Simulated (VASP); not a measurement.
# TiSi2 in VASP: a series of runs

TiSi2 is run at these levels: PBEsol; tasks: single point.

All numbers are computed with VASP 6.6.1; they aren't measurements. Logs are shortened: lines on timing, memory, paths and dates and some standing lists are left out, and cuts for length are marked.

**1. The cell of the first run**

The structure is orthorhombic, space group Cmcm (No. 63). Conventional cell: a = 3.517 Å, b = 13.348 Å, c = 3.556 Å, α = 90.00°, β = 90.00°, γ = 90.00°. Within 3.6 Å of Ti (site symmetry m2m) lie 10 Si at 2.56 to 2.79 Å and 6 Ti at 3.26 to 3.56 Å. Si (site symmetry m2m) has 6 Si at 2.39 to 3.10 Å and 6 Ti at 2.56 to 2.79 Å within 3.2 Å. Within 3.3 Å of Si (site symmetry m2m) lie 8 Si at 2.50 to 3.10 Å and 4 Ti at 2.64 to 2.65 Å.

**2. Single point, PBEsol**

The input, INCAR:

```
PREC = Accurate
ENCUT = 520
EDIFF = 1E-6
ISMEAR = 0
SIGMA = 0.1
LREAL = Auto
LASPH = T
NELM = 100
ALGO = Normal
ISIF = 2
LWAVE = F
LCHARG = F
GGA = PS
ISYM = 0
NBANDS = 144
```

The input, KPOINTS:

```
Automatic mesh
0
Gamma
  2 2 2
  0.5 0.5 0.5
```

The input, POSCAR:

```
TiSi2
1.0
   -3.5170495929      0.0000000000     -7.1112303616
    5.2755743893      6.6741239618      0.0000000000
    5.2755743893     -6.6741239618      0.0000000000
Ti Si
12 24
Direct
    0.1250000000      0.8108160756      0.6058505911
    0.6250000000      0.6441494089      0.4391839244
    0.1250000000      0.1441494089      0.9391839244
    0.6250000000      0.9774827422      0.7725172578
    0.1250000000      0.4774827422      0.2725172578
    0.6250000000      0.3108160756      0.1058505911
    0.3750000000      0.6891839244      0.8941494089
    0.8750000000      0.5225172578      0.7274827422
    0.3750000000      0.0225172578      0.2274827422
    0.8750000000      0.8558505911      0.0608160756
    0.3750000000      0.3558505911      0.5608160756
    0.8750000000      0.1891839244      0.3941494089
    0.1250000000      0.1483470148      0.2683196518
    0.6250000000      0.9816803482      0.1016529852
    0.1250000000      0.4816803482      0.6016529852
    0.6250000000      0.3150136815      0.4349863185
    0.1250000000      0.8150136815      0.9349863185
    0.6250000000      0.6483470148      0.7683196518
    0.3750000000      0.3516529852      0.2316803482
    0.8750000000      0.1849863185      0.0650136815
    0.3750000000      0.6849863185      0.5650136815
    0.8750000000      0.5183196518      0.3983470148
    0.3750000000      0.0183196518      0.8983470148
    0.8750000000      0.8516529852      0.7316803482
    0.1250000000      0.4586135306      0.9580531360
    0.6250000000      0.2919468640      0.7913864694
    0.1250000000      0.7919468640      0.2913864694
    0.6250000000      0.6252801973      0.1247198027
    0.1250000000      0.1252801973      0.6247198027
    0.6250000000      0.9586135306      0.4580531360
    0.3750000000      0.0413864694      0.5419468640
    0.8750000000      0.8747198027      0.3752801973
    0.3750000000      0.3747198027      0.8752801973
    0.8750000000      0.2080531360      0.7086135306
    0.3750000000      0.7080531360      0.2086135306
    0.8750000000      0.5413864694      0.0419468640
```

Potentials or basis: VASP PAW PBE potentials, release 64 (Ti_sv, Si).

Command:

```sh
$ cat potpaw_PBE.64/Ti_sv/POTCAR potpaw_PBE.64/Si/POTCAR > POTCAR
$ mpirun -np 1 vasp_std > vasp.out
```

OUTCAR:

```text
PREC = Accurate
   ENCUT = 520
   EDIFF = 1E-6
   ISMEAR = 0
   LREAL = Auto
   LASPH = T
   NELM = 100
   ISIF = 2
   GGA = PS
   ISYM = 0

 ion  position               nearest neighbor table
   1  0.125  0.811  0.606-  23 2.56  24 2.56  21 2.56  22 2.56  27 2.64  29 2.64  31 2.65  32 2.65
                            15 2.79  17 2.79
   2  0.625  0.644  0.439-  19 2.56  22 2.56  21 2.56  24 2.56  28 2.64  30 2.64  32 2.65  35 2.65
                            18 2.79  16 2.79
   3  0.125  0.144  0.939-  24 2.56  23 2.56  20 2.56  19 2.56  25 2.64  29 2.64  33 2.65  34 2.65
                            13 2.79  17 2.79
   4  0.625  0.977  0.773-  24 2.56  23 2.56  20 2.56  21 2.56  26 2.64  30 2.64  31 2.65  34 2.65
                            14 2.79  18 2.79
   5  0.125  0.477  0.273-  19 2.56  22 2.56  21 2.56  20 2.56  25 2.64  27 2.64  35 2.65  36 2.65
                            13 2.79  15 2.79
   6  0.625  0.311  0.106-  22 2.56  19 2.56  20 2.56  23 2.56  26 2.64  28 2.64  33 2.65  36 2.65
                            14 2.79  16 2.79
   7  0.375  0.689  0.894-  15 2.56  18 2.56  17 2.56  14 2.56  33 2.64  35 2.64  25 2.65  28 2.65
                            23 2.79  21 2.79
   8  0.875  0.523  0.727-  18 2.56  15 2.56  17 2.56  16 2.56  34 2.64  36 2.64  25 2.65  26 2.65
                            22 2.79  24 2.79
   9  0.375  0.023  0.227-  13 2.56  14 2.56  16 2.56  17 2.56  31 2.64  35 2.64  27 2.65  30 2.65
[... 41 lines left out ...]
  30  0.625  0.959  0.458-  32 2.50  34 2.50  35 2.50  31 2.50   2 2.64   4 2.64  12 2.65   9 2.65
                            14 3.08  16 3.08  21 3.10  24 3.10
  31  0.375  0.041  0.542-  29 2.50  27 2.50  26 2.50  30 2.50  11 2.64   9 2.64   1 2.65   4 2.65
                            23 3.08  21 3.08  16 3.10  13 3.10
  32  0.875  0.875  0.375-  27 2.50  30 2.50  29 2.50  28 2.50  10 2.64  12 2.64   1 2.65   2 2.65
                            22 3.08  24 3.08  13 3.10  14 3.10
  33  0.375  0.375  0.875-  25 2.50  26 2.50  28 2.50  29 2.50   7 2.64  11 2.64   3 2.65   6 2.65
                            19 3.08  23 3.08  15 3.10  18 3.10
  34  0.875  0.208  0.709-  29 2.50  25 2.50  30 2.50  26 2.50  12 2.64   8 2.64   3 2.65   4 2.65
                            24 3.08  20 3.08  16 3.10  15 3.10
  35  0.375  0.708  0.209-  28 2.50  25 2.50  30 2.50  27 2.50   7 2.64   9 2.64   2 2.65   5 2.65
                            19 3.08  21 3.08  17 3.10  14 3.10
  36  0.875  0.541  0.042-  28 2.50  27 2.50  26 2.50  25 2.50  10 2.64   8 2.64   6 2.65   5 2.65
                            22 3.08  20 3.08  17 3.10  18 3.10

IMPORTANT INFORMATION: All symmetrisations will be switched off!
NOSYMM: (Re-)initialisation of all symmetry stuff for point group C_1.

----------------------------------------------------------------------------------------

                                     Primitive cell

  volume of cell :     500.7705

  direct lattice vectors                    reciprocal lattice vectors
    -3.517049593  0.000000000 -7.111230362     0.000000000  0.000000000 -0.140622642
     5.275574389  6.674123962  0.000000000     0.094776410  0.074916199 -0.046874214
     5.275574389 -6.674123962  0.000000000     0.094776410 -0.074916199 -0.046874214

  length of vectors
     7.933425181  8.507385955  8.507385955     0.140622642  0.129584708  0.129584708

  position of ions in fractional coordinates (direct lattice)
     0.125000000  0.810816076  0.605850591
     0.625000000  0.644149409  0.439183924
     0.125000000  0.144149409  0.939183924
     0.625000000  0.977482742  0.772517258
     0.125000000  0.477482742  0.272517258
     0.625000000  0.310816076  0.105850591
[... 28 lines left out ...]
     0.375000000  0.708053136  0.208613531
     0.875000000  0.541386469  0.041946864

  ion indices of the primitive-cell ions
   primitive index   ion index
                 1           1
                 2           2
                 3           3
                 4           4
                 5           5
                 6           6
[... 28 lines left out ...]
                35          35
                36          36

----------------------------------------------------------------------------------------

 KPOINTS: Automatic mesh

Automatic generation of k-mesh.
 Grid dimensions read from file:
 generate k-points for:    2    2    2

 Generating k-lattice:

  Cartesian coordinates                     Fractional coordinates (reciprocal lattice)
     0.000000000  0.000000000 -0.070311321     0.500000000  0.000000000  0.000000000
     0.047388205  0.037458100 -0.023437107     0.000000000  0.500000000  0.000000000
     0.047388205 -0.037458100 -0.023437107     0.000000000  0.000000000  0.500000000

  Length of vectors
     0.070311321  0.064792354  0.064792354

  Shift w.r.t. Gamma in fractional coordinates (k-lattice)
     0.500000000  0.500000000  0.500000000

 Subroutine IBZKPT returns following result:
 ===========================================

 Found      4 irreducible k-points:

 Following reciprocal coordinates:
            Coordinates               Weight
  0.250000  0.250000  0.250000      2.000000
 -0.250000  0.250000  0.250000      2.000000
  0.250000 -0.250000  0.250000      2.000000
 -0.250000 -0.250000  0.250000      2.000000
   k-points           NKPTS =      4   k-points in BZ     NKDIM =      4   number of bands    NBANDS=    144
   number of dos      NEDOS =    301   number of ions     NIONS =     36
   total plane-waves  NPLWV = 245760
   dimension x,y,z NGX =    60 NGY =   64 NGZ =   64
   dimension x,y,z NGXF=   120 NGYF=  128 NGZF=  128
   ions per type =              12  24
   NGX,Y,Z   is equivalent  to a cutoff of  12.57, 12.51, 12.51 a.u.
   NGXF,Y,Z  is equivalent  to a cutoff of  25.15, 25.01, 25.01 a.u.
 SYSTEM =  unknown system
   PREC   = accura    normal or accurate (medium, high low for compatibility)
   ISTART =      0    job   : 0-new  1-cont  2-samecut
   ICHARG =      2    charge: 1-file 2-atom 10-const
   ISPIN  =      1    spin polarized calculation?
   LNONCOLLINEAR =      F non collinear calculations
   LSORBIT =      F    spin-orbit coupling
   LASPH  =      T    aspherical Exc in radial PAW
   ENCUT  =  520.0 eV  38.22 Ry    6.18 a.u.  14.75 15.82 15.82*2*pi/ulx,y,z
   NELM   =    100;   NELMIN=  2; NELMDL= -5     # of ELM steps
   EDIFF  = 0.1E-05   stopping-criterion for ELM
   LREAL  =      T    real-space projection
   EDIFFG = 0.1E-04   stopping-criterion for IOM
   NSW    =      0    number of steps for IOM
   IBRION =     -1    ionic relax: 0-MD 1-quasi-New 2-CG
   NFREE  =      0    steps in history (QN), initial steepest desc. (CG)
   ISIF   =      2    stress and relaxation
   ISYM   =      0    0-nonsym 1-usesym 2-fastsym
   POTIM  = 0.5000    time-step for ionic-motion
   TEBEG  =    0.0;   TEEND  =   0.0 temperature during run
   PSTRESS=    0.0 pullay stress
   NELECT =     240.0000    total number of electrons
   NUPDOWN=      -1.0000    fix difference up-down
   EMIN   =  10.00;   EMAX   =-10.00  energy-range for DOS
   EFERMI =   0.00;   METHOD = LEGACY
   ISMEAR =     0;   SIGMA  =   0.10  broadening in eV -4-tet -1-fermi 0-gaus
   EFERMI_NEDOS =   21; number of points for ismear=-14 and -15
   IALGO  =     38    algorithm
   IMIX   =      4    mixing-type and parameters
     AMIX     =   0.40;   BMIX     =  1.00
     AMIX_MAG =   1.60;   BMIX_MAG =  1.00
  volume/ion in A,a.u.               =      13.91        93.87
  Fermi-wavevector in a.u.,A,eV,Ry     =   1.281147  2.421017 22.331757  1.641338
  Thomas-Fermi vector in A             =   2.413534
   LORBIT       =      0    0 simple, 1 ext, 2 COOP (PROOUT), +10 PAW based schemes
   GGA     = PS    functional components
   LHFCALC =     F    Hartree Fock is set to
   AEXX    =    0.0000 exact exchange contribution
   IVDW    =     0    specifies the selected vdW correction
   LEPSILON=     F    determine dielectric tensor
   LRPA    =     F    only Hartree local field effects (RPA)
 non-spin polarized calculation
 Gauss-broadening in eV      SIGMA  =   0.10
  energy-cutoff  :      520.00
  volume of cell :      500.77
 maximum number of plane-waves:     13485
 NGX is ok and might be reduce to    60
   NGX = 29   NGY = 31   NGZ = 31

 number of electron     240.0000000 magnetization

 Free energy of the ion-electron system (eV)
  ---------------------------------------------------
  ext. energy  EPLUGINS =         0.00000000
  ---------------------------------------------------
  free energy    TOTEN  =      -262.08218824 eV

  energy without entropy =     -262.02456143  energy(sigma->0) =     -262.05337484

 E-fermi :  10.7822     XC(G=0): -11.8194

 val. band max:       10.6965853140   @ k =   0.2500   0.2500   0.2500
 cond. band min:      10.8002234532   @ k =  -0.2500  -0.2500   0.2500
 fundamental gap:      0.1036381392
 Fermi energy:        10.7822054696

 k-point     1 :       0.2500    0.2500    0.2500
  band No.  band energies     occupation
      1     -45.7835      2.00000
      2     -45.7812      2.00000
      3     -45.7791      2.00000
      4     -45.7791      2.00000
      5     -45.7750      2.00000
      6     -45.7735      2.00000
[... 124 lines left out ...]
    131      12.1522      0.00000
    132      12.2180      0.00000

 k-point     2 :      -0.2500    0.2500    0.2500
  band No.  band energies     occupation
      1     -45.7837      2.00000
      2     -45.7811      2.00000
      3     -45.7791      2.00000
      4     -45.7790      2.00000
      5     -45.7750      2.00000
      6     -45.7735      2.00000
[... 124 lines left out ...]
    131      11.9032      0.00000
    132      11.9502      0.00000

 k-point     3 :       0.2500   -0.2500    0.2500
  band No.  band energies     occupation
      1     -45.7839      2.00000
      2     -45.7812      2.00000
      3     -45.7788      2.00000
      4     -45.7780      2.00000
      5     -45.7767      2.00000
      6     -45.7737      2.00000
[... 124 lines left out ...]
    131      11.8163      0.00000
    132      11.8737      0.00000

 k-point     4 :      -0.2500   -0.2500    0.2500
  band No.  band energies     occupation
      1     -45.7839      2.00000
      2     -45.7812      2.00000
      3     -45.7788      2.00000
      4     -45.7780      2.00000
      5     -45.7767      2.00000
      6     -45.7737      2.00000
[... 124 lines left out ...]
    131      11.8163      0.00000
    132      11.8737      0.00000
 [bands above 132 left out]

------------------------ aborting loop because EDIFF is reached ----------------------------------------

  FORCE on cell =-STRESS in cart. coord.  units (eV):
  Direction    XX          YY          ZZ          XY          YZ          ZX
  --------------------------------------------------------------------------------------
  -------------------------------------------------------------------------------------
  Total        2.0368619     -3.1709415      1.3766874      0.0000635      0.0000444     -0.1700598
  in kB        6.5167851    -10.1451870      4.4046068      0.0002030      0.0001421     -0.5440934
  external PRESSURE =       0.2587350 kB  Pullay stress =       0.0000000 kB

 VOLUME and BASIS-vectors are now :
 -----------------------------------------------------------------------------
  energy-cutoff  :      520.00
  volume of cell :      500.77
      direct lattice vectors                 reciprocal lattice vectors
    -3.517049593  0.000000000 -7.111230362     0.000000000  0.000000000 -0.140622642
     5.275574389  6.674123962  0.000000000     0.094776410  0.074916199 -0.046874214
     5.275574389 -6.674123962  0.000000000     0.094776410 -0.074916199 -0.046874214

 POSITION                                       TOTAL-FORCE (eV/Angst)
 -----------------------------------------------------------------------------------
      7.03410      1.36797     -0.88890        -0.009793     -0.174154     -0.000542
      3.51705      1.36797     -4.44452         0.009871     -0.174437      0.000525
      5.27557     -5.30616     -0.88890         0.009809     -0.173934      0.000507
      7.03410      1.36797     -4.44452         0.000031     -0.169571     -0.000021
      3.51705      1.36797     -0.88890        -0.000025     -0.169696     -0.000013
      0.00000      1.36797     -4.44452        -0.009921     -0.174258     -0.000418
[... 28 lines left out ...]
      3.51705      3.33332     -2.66671        -0.001941     -0.006666     -0.000324
      0.00000      3.33332     -6.22233         0.001961     -0.006657      0.000373
 -----------------------------------------------------------------------------------
    total drift:                               -0.000037     -0.000048     -0.000029

  FREE ENERGIE OF THE ION-ELECTRON SYSTEM (eV)
  ---------------------------------------------------
  free  energy   TOTEN  =      -262.0821882426 eV

  energy  without entropy=     -262.0245614341  energy(sigma->0) =     -262.05337484
```

Run time: 4.7 min. Hardware: 1 thread of Intel Xeon 6975P-C (Granite Rapids), shared host; peak memory 0.61 GiB.

Results:

```
Free energy            : -262.0822 eV
Pressure               : 0.0 GPa
Largest force          : 0.175 eV/Å
Band gap on the k mesh : zero (bands 120 and 121 overlap by 0.10 eV)
```

Forces on the atoms (eV/Å):
```
Ti  -0.010 -0.174 -0.001
Ti   0.010 -0.174  0.001
Ti   0.010 -0.174  0.001
Ti   0.000 -0.170  0.000
Ti   0.000 -0.170  0.000
Ti  -0.010 -0.174  0.000
Ti   0.010  0.174  0.001
Ti   0.000  0.170  0.000
Ti   0.000  0.170  0.000
Ti  -0.010  0.174 -0.001
Ti  -0.010  0.174  0.000
Ti   0.010  0.174  0.000
Si  -0.002 -0.049 -0.002
Si   0.002 -0.049  0.002
Si   0.002 -0.049  0.002
Si   0.000 -0.050  0.000
Si   0.000 -0.050  0.000
Si  -0.002 -0.049 -0.002
Si   0.002  0.049  0.002
Si   0.000  0.050  0.000
Si   0.000  0.050  0.000
Si  -0.002  0.049 -0.002
Si  -0.002  0.049 -0.001
Si   0.002  0.049  0.001
Si  -0.002  0.007  0.000
Si   0.002  0.007  0.001
Si   0.002  0.007  0.000
Si   0.000  0.008  0.000
Si   0.000  0.008  0.000
Si  -0.002  0.007  0.000
Si   0.002 -0.007  0.001
Si   0.000 -0.008  0.000
Si   0.000 -0.008  0.000
Si  -0.002 -0.007 -0.001
Si  -0.002 -0.007  0.000
Si   0.002 -0.007  0.000
```

Stress tensor (GPa, compression positive):
```
 0.65  0.00 -0.05
 0.00 -1.01  0.00
-0.05  0.00  0.44
```

Levels at points of the mesh, in eV from the Fermi level:
| k point | band 117 | band 118 | band 119 | band 120 | band 121 | band 122 |
| --- | --- | --- | --- | --- | --- | --- |
| (0.25, 0.25, 0.25) | -1.01 | -0.78 | -0.27 | -0.27 | -0.09 | 0.26 |

Caveat: the k points lie up to 0.44 Å⁻¹ apart; the PAW data sets were made with another functional, which shifts forces and pressure a little.

[end of part 1 of 3]
